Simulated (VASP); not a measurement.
# BN (C2/m) in VASP: notebook, part 2 of 3

VASP 6.6.1. The steps go on from the part before.

### 3 Single point, PBE (strain +0.0450 x Voigt [0, 0, 0, 1, 0, 0])

Contents of INCAR:

```
SYSTEM = BN
ALGO = Normal ; EDIFF = 1E-7
ENCUT = 520 ; GGA = PE
ISIF = 2 ; ISMEAR = 0
LASPH = .True. ; LCHARG = .True.
LELF = .True. ; LREAL = .False.
LVHAR = .True. ; LWAVE = .False.
NBANDS = 16 ; NELM = 100
PREC = Accurate ; SIGMA = 0.05
```

Contents of KPOINTS:

```
k-points
0
Gamma
  12 12 4
  0 0 0
```

Contents of POSCAR:

```
BN
1.0
    2.5121751215      0.0000000000      0.0000000000
   -1.2560875608      2.1756074740      0.0489511682
    0.0000000000      0.1877330476      8.3436910039
B N
2 2
Direct
    0.3333333333      0.6666666667      0.2500000000
    0.6666666667      0.3333333333      0.7500000000
    0.3333333333      0.6666666667      0.7500000000
    0.6666666667      0.3333333333      0.2500000000
```

Potentials or basis: VASP PAW PBE potentials, release 64 (B, N).

Launch:

```console
$ cat potpaw_PBE.64/B/POTCAR potpaw_PBE.64/N/POTCAR > POTCAR
$ mpirun -np 1 vasp_std > vasp.out
```

OUTCAR:

```text
SYSTEM = BN
   EDIFF = 1E-7
   ENCUT = 520
   GGA = PE
   ISIF = 2
   ISMEAR = 0
   LASPH = .True.
   LREAL = .False.
   NELM = 100
   PREC = Accurate

 ion  position               nearest neighbor table
   1  0.333  0.667  0.250-   4 1.45   4 1.45   4 1.45
   2  0.667  0.333  0.750-   3 1.45   3 1.45   3 1.45
   3  0.333  0.667  0.750-   2 1.45   2 1.45   2 1.45
   4  0.667  0.333  0.250-   1 1.45   1 1.45   1 1.45

  LATTYP: Found a base centered monoclinic cell.
 ALAT       =     4.3523162099
 B/A-ratio  =     0.5772041829
 C/A-ratio  =     1.9175543161
 COS(beta)  =    -0.0449772303

  Lattice vectors:

 A1 = (  -1.2560875607,  -2.1756074740,  -0.0489511682)
 A2 = (   1.2560875608,  -2.1756074740,  -0.0489511682)
 A3 = (   0.0000000000,   0.1877330476,   8.3436910039)

Analysis of symmetry for initial positions (statically):
=====================================================================
 Subroutine PRICEL returns:
 Original cell was already a primitive cell.

 Routine SETGRP: Setting up the symmetry group for a
 base centered monoclinic supercell.

 Subroutine GETGRP returns: Found  4 space group operations
 (whereof  4 operations were pure point group operations)
 out of a pool of  4 trial point group operations.

The static configuration has the point symmetry C_2h.

Analysis of symmetry for dynamics (positions and initial velocities):
=====================================================================
 Subroutine PRICEL returns:
 Original cell was already a primitive cell.

 Routine SETGRP: Setting up the symmetry group for a
 base centered monoclinic supercell.

 Subroutine GETGRP returns: Found  4 space group operations
 (whereof  4 operations were pure point group operations)
 out of a pool of  4 trial point group operations.

The dynamic configuration has the point symmetry C_2h.

 Subroutine INISYM returns: Found  4 space group operations
 (whereof  4 operations are pure point group operations),
 and found     1 'primitive' translations

----------------------------------------------------------------------------------------

                                     Primitive cell

  volume of cell :      45.5794

  direct lattice vectors                    reciprocal lattice vectors
     2.512175121  0.000000000  0.000000000     0.398061422  0.229937275 -0.005173589
    -1.256087561  2.175607474  0.048951168     0.000000000  0.459874549 -0.010347177
     0.000000000  0.187733048  8.343691004     0.000000000 -0.002698014  0.119911740

  length of vectors
     2.512175121  2.512651997  8.345802733     0.459729063  0.459990940  0.119942089

  position of ions in fractional coordinates (direct lattice)
     0.333333333  0.666666667  0.250000000
     0.666666667  0.333333333  0.750000000
     0.333333333  0.666666667  0.750000000
     0.666666667  0.333333333  0.250000000

  ion indices of the primitive-cell ions
   primitive index   ion index
                 1           1
                 2           2
                 3           3
                 4           4

----------------------------------------------------------------------------------------

 KPOINTS: k-points

Automatic generation of k-mesh.
 Grid dimensions read from file:
 generate k-points for:   12   12    4

 Generating k-lattice:

  Cartesian coordinates                     Fractional coordinates (reciprocal lattice)
     0.033171785  0.019161440 -0.000431132     0.083333333  0.000000000  0.000000000
     0.000000000  0.038322879 -0.000862265     0.000000000  0.083333333  0.000000000
     0.000000000 -0.000674504  0.029977935     0.000000000  0.000000000  0.250000000

  Length of vectors
     0.038310755  0.038332578  0.029985522

  Shift w.r.t. Gamma in fractional coordinates (k-lattice)
     0.000000000  0.000000000  0.000000000

 Subroutine IBZKPT returns following result:
 ===========================================

 Found    164 irreducible k-points:

 Following reciprocal coordinates:
            Coordinates               Weight
  0.000000  0.000000  0.000000      1.000000
  0.083333 -0.000000  0.000000      4.000000
  0.166667 -0.000000  0.000000      4.000000
  0.250000 -0.000000  0.000000      4.000000
  0.333333 -0.000000  0.000000      4.000000
  0.416667 -0.000000  0.000000      4.000000
[... 16 lines left out ...]
  0.333333  0.166667  0.000000      4.000000
  0.416667  0.166667  0.000000      4.000000
 [... further k-points ...]
   k-points           NKPTS =    164   k-points in BZ     NKDIM =    164   number of bands    NBANDS=     16
   number of dos      NEDOS =    301   number of ions     NIONS =      4
   total plane-waves  NPLWV =  25600
   dimension x,y,z NGX =    20 NGY =   20 NGZ =   64
   dimension x,y,z NGXF=    40 NGYF=   40 NGZF=  128
   ions per type =               2   2
   NGX,Y,Z   is equivalent  to a cutoff of  13.24, 13.23, 12.75 a.u.
   NGXF,Y,Z  is equivalent  to a cutoff of  26.47, 26.47, 25.50 a.u.
 SYSTEM =  BN
   PREC   = accura    normal or accurate (medium, high low for compatibility)
   ISTART =      0    job   : 0-new  1-cont  2-samecut
   ICHARG =      2    charge: 1-file 2-atom 10-const
   ISPIN  =      1    spin polarized calculation?
   LNONCOLLINEAR =      F non collinear calculations
   LSORBIT =      F    spin-orbit coupling
   LASPH  =      T    aspherical Exc in radial PAW
   ENCUT  =  520.0 eV  38.22 Ry    6.18 a.u.   4.67  4.67 15.52*2*pi/ulx,y,z
   NELM   =    100;   NELMIN=  2; NELMDL= -5     # of ELM steps
   EDIFF  = 0.1E-06   stopping-criterion for ELM
   LREAL  =      F    real-space projection
   EDIFFG = 0.1E-05   stopping-criterion for IOM
   NSW    =      0    number of steps for IOM
   IBRION =     -1    ionic relax: 0-MD 1-quasi-New 2-CG
   NFREE  =      0    steps in history (QN), initial steepest desc. (CG)
   ISIF   =      2    stress and relaxation
   ISYM   =      2    0-nonsym 1-usesym 2-fastsym
   POTIM  = 0.5000    time-step for ionic-motion
   TEBEG  =    0.0;   TEEND  =   0.0 temperature during run
   PSTRESS=    0.0 pullay stress
   NELECT =      16.0000    total number of electrons
   NUPDOWN=      -1.0000    fix difference up-down
   EMIN   =  10.00;   EMAX   =-10.00  energy-range for DOS
   EFERMI =   0.00;   METHOD = LEGACY
   ISMEAR =     0;   SIGMA  =   0.05  broadening in eV -4-tet -1-fermi 0-gaus
   EFERMI_NEDOS =   21; number of points for ismear=-14 and -15
   IALGO  =     38    algorithm
   IMIX   =      4    mixing-type and parameters
     AMIX     =   0.40;   BMIX     =  1.00
     AMIX_MAG =   1.60;   BMIX_MAG =  1.00
  volume/ion in A,a.u.               =      11.39        76.90
  Fermi-wavevector in a.u.,A,eV,Ry     =   1.154849  2.182348 18.145770  1.333676
  Thomas-Fermi vector in A             =   2.291482
   LORBIT       =      0    0 simple, 1 ext, 2 COOP (PROOUT), +10 PAW based schemes
   GGA     = PE    functional components
   LHFCALC =     F    Hartree Fock is set to
   AEXX    =    0.0000 exact exchange contribution
   IVDW    =     0    specifies the selected vdW correction
   LEPSILON=     F    determine dielectric tensor
   LRPA    =     F    only Hartree local field effects (RPA)
 non-spin polarized calculation
 Gauss-broadening in eV      SIGMA  =   0.05
  energy-cutoff  :      520.00
  volume of cell :       45.58
 maximum number of plane-waves:      1243
   NGX =  9   NGY =  9   NGZ = 31

 number of electron      15.9999998 magnetization

 Free energy of the ion-electron system (eV)
  ---------------------------------------------------
  ext. energy  EPLUGINS =         0.00000000
  ---------------------------------------------------
  free energy    TOTEN  =       -35.20706928 eV

  energy without entropy =      -35.20706928  energy(sigma->0) =      -35.20706928

 E-fermi :   0.9127     XC(G=0):  -8.5840

 val. band max:        0.6224299654   @ k =   0.3333   0.3333   0.5000
 cond. band min:       5.0047213390   @ k =   0.0000   0.0000   0.0000
 fundamental gap:      4.3822913736
 Fermi energy:         0.9126812100

 k-point     1 :       0.0000    0.0000    0.0000
  band No.  band energies     occupation
      1     -17.0228      2.00000
      2     -16.9817      2.00000
      3      -4.8832      2.00000
      4      -4.2776      2.00000
      5      -0.7450      2.00000
      6      -0.7440      2.00000
[... 8 lines left out ...]
     15      12.1260      0.00000
     16      12.9610      0.00000
[... 419 lines left out ...]
 k-point    24 :       0.4167    0.1667    0.0000
  band No.  band energies     occupation
      1     -13.7092      2.00000
      2     -13.7021      2.00000
      3      -7.9276      2.00000
      4      -7.9168      2.00000
      5      -4.8586      2.00000
      6      -4.8524      2.00000
[... 8 lines left out ...]
     15      14.3850      0.00000
     16      15.8952      0.00000

 [... further k-points ...]
[... 5 lines left out ...]
  --------------------------------------------------------------------------------------
  -------------------------------------------------------------------------------------
  Total        0.0256999     -0.0167740     -0.0211809      0.0000000     -0.0057453      0.0000000
  in kB        0.9033868     -0.5896281     -0.7445385      0.0000000     -0.2019532      0.0000000
  external PRESSURE =      -0.1435933 kB  Pullay stress =       0.0000000 kB

 VOLUME and BASIS-vectors are now :
 -----------------------------------------------------------------------------
  energy-cutoff  :      520.00
  volume of cell :       45.58
      direct lattice vectors                 reciprocal lattice vectors
     2.512175121  0.000000000  0.000000000     0.398061422  0.229937275 -0.005173589
    -1.256087561  2.175607474  0.048951168     0.000000000  0.459874549 -0.010347177
     0.000000000  0.187733048  8.343691004     0.000000000 -0.002698014  0.119911740

 POSITION                                       TOTAL-FORCE (eV/Angst)
 -----------------------------------------------------------------------------------
     -0.00000      1.49734      2.11856        -0.000000      0.002879      0.000039
      1.25609      0.86600      6.27409         0.000000     -0.002879     -0.000039
     -0.00000      1.59120      6.29040        -0.000000      0.002729      0.000115
      1.25609      0.77214      2.10224         0.000000     -0.002729     -0.000115
 -----------------------------------------------------------------------------------
    total drift:                                0.000000     -0.000000     -0.000000

  FREE ENERGIE OF THE ION-ELECTRON SYSTEM (eV)
  ---------------------------------------------------
  free  energy   TOTEN  =       -35.2070692751 eV

  energy  without entropy=      -35.2070692751  energy(sigma->0) =      -35.20706928
```

stdout:

```text
POSCAR found type information on POSCAR B N
 POSCAR found :  2 types and       4 ions
 scaLAPACK will be used
 LDA part: xc-table for (Slater+PW92), standard interpolation
 POSCAR, INCAR and KPOINTS ok, starting setup
 FFT: planning ... GRIDC
 FFT: planning ... GRID_SOFT
 FFT: planning ... GRID
 WAVECAR not read
 entering main loop
```

Run time: 92 s. Hardware: 1 thread of Intel Xeon Platinum 8488C (Sapphire Rapids), shared host; peak memory 0.23 GiB.

Results:

| Quantity | Value |
| --- | --- |
| Free energy | -35.2071 eV |
| Pressure | 0.0 GPa |
| Band gap on the k mesh | 4.38 eV, indirect (least direct gap 4.59 eV) |

Forces on the atoms (eV/Å):
```
B    0.000  0.003  0.000
B    0.000 -0.003  0.000
N    0.000  0.003  0.000
N    0.000 -0.003  0.000
```

Levels at points of the mesh, in eV from the valence-band top:
```
           k point  band 6  band 7  band 8  band 9  band 10  band 11
(0.00, 0.00, 0.00)   -1.37   -1.36   -1.36    4.38     7.76    10.06
(0.50, 0.00, 0.00)   -4.13   -1.03   -0.80    4.56     4.99     9.41
(0.00, 0.50, 0.00)   -4.13   -1.03   -0.80    4.56     4.98     9.42
(0.00, 0.00, 0.50)   -1.37   -1.37   -1.36    5.67     5.67    11.49
(0.50, 0.00, 0.50)   -4.14   -0.93   -0.90    4.70     4.80     9.67
(0.00, 0.50, 0.50)   -4.13   -0.94   -0.89    4.66     4.85     9.67
```

Caveat: the cell differs from its parent crystal (strain +0.0450 x Voigt [0, 0, 0, 1, 0, 0]); this functional lacks dispersion, which binds the layers, so the pressure and a relaxed spacing across them are unreliable. A k mesh can miss the band edges.

[end of part 2 of 3]
